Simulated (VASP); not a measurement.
Runs of VASP 6.6.1 on Se. The structure is that of space group Fd-3m (No. 227), or close to it. The cells are those of the table. 

```tsv
task	cell	k mesh	cutoff (eV)	gap on the mesh (eV)	pressure (GPa)
single point	a = 4.638 Å, angles 60.0°, 2 atoms	10 × 10 × 10	520	none	-2.3
single point	a = 4.520 Å, angles 60.0°, 2 atoms	10 × 10 × 10	520	none	0.0
single point	a = 4.332 Å, angles 60.0°, 2 atoms	10 × 10 × 10	520	none	(b)
single point	a = 4.520 Å, angles 60.0°, 2 atoms	9 × 9 × 9	520	none	0.0
single point	a = 4.694 Å, angles 60.0°, 2 atoms	10 × 10 × 10	520	none	-3.2
single point	a = 4.459 Å, angles 60.0°, 2 atoms	10 × 10 × 10	520	none	1.6
relaxation of cell and atoms	relaxed from a = 4.367 Å, angles 60.0°, 2 atoms	9 × 9 × 9	600	none	0.0
single point	a = 4.396 Å, angles 60.0°, 2 atoms	10 × 10 × 10	520	none	(a)
```

Alike in all rows: level revPBE; potentials or basis VASP PAW PBE potentials, release 64 (Se); no spin polarisation; smearing fermi-dirac 0.1 eV.

Estimate the missing entries.

(a) 3.5; (b) 5.9.

Caveats: the PAW data sets were made with another functional, which shifts forces and pressure a little.

A k mesh can miss the band edges, and the runs leave out spin-orbit coupling on Se.

A gap of «none» marks levels without a gap at the run's occupations.
